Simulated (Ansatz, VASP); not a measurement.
**Two plane-wave programs on TaN**

INCAR

```
SYSTEM = TaN
ALGO = Normal
EDIFF = 1E-6
ENCUT = 520
GGA = PS
ISIF = 2
ISMEAR = 0
LASPH = .TRUE.
LCHARG = .FALSE.
LREAL = .FALSE.
LWAVE = .FALSE.
NBANDS = 15
NELM = 60
PREC = Accurate
SIGMA = 0.15
```

The input KPOINTS:

```
k-points
0
G
  24 24 18
  0 0 0
```

File POSCAR:

```
TaN
1.0
    2.7647627786      0.0000000000      0.0000000000
   -1.3823813893      2.3943548017      0.0000000000
    0.0000000000      0.0000000000      3.2556082455
Ta N
1 1
Direct
    0.3333333333      0.6666666667      0.5000000000
    0.0000000000      0.0000000000      0.0000000000
```

Input for Ansatz:

```yaml
crystal:
  lattice:
    - [2.7647627786, 0.0, 0.0]
    - [-1.3823813893, 2.3943548017, 0.0]
    - [0.0, 0.0, 3.2556082455]
  atoms:
    - { symbol: Ta, position: [0.3333333333, 0.6666666667, 0.5] }
    - { symbol: "N", position: [0.0, 0.0, 0.0] }
basis:
  ecutwfc: 420
kpoints:
  mp_grid: { grid: [24, 24, 18] }
hamiltonian:
  xc: pbesol
scf:
  occupations: { method: gaussian, width: 0.15 }
output:
  forces: true
  stress: true
  eigenvalues: true
```

Alike in both runs: task single point; functional PBEsol; k mesh 24 × 24 × 18; occupations gaussian, width 0.15 eV; no spin polarisation.

|  | VASP | Ansatz |
| --- | --- | --- |
| version | VASP 6.6.1 | Ansatz 0.2.0 |
| potentials or method | VASP PAW PBE potentials, release 64 (Ta_pv, N), cutoff 520 eV | scalar-relativistic, plane waves, PAW |
| valence electrons in the cell | 16 | 18 |

|  | VASP | Ansatz | Ansatz less VASP |
| --- | --- | --- | --- |
| gap on the k mesh at the Fermi level (eV) | none | none | - |
| pressure (GPa) | -2.5 | -3.3 | -0.77 |
| traceless stress, the component that is largest in VASP (GPa) | -75.29 | -75.38 | -0.081 |

VASP's potentials were made for PBE, not for PBEsol. A gap of «none» marks a metal or a gap that the smearing closes. VASP's potentials hold 16 valence electrons a cell and Ansatz's 18, so a difference there can come from the potentials and not from the codes.

Neither program's run includes spin-orbit coupling.
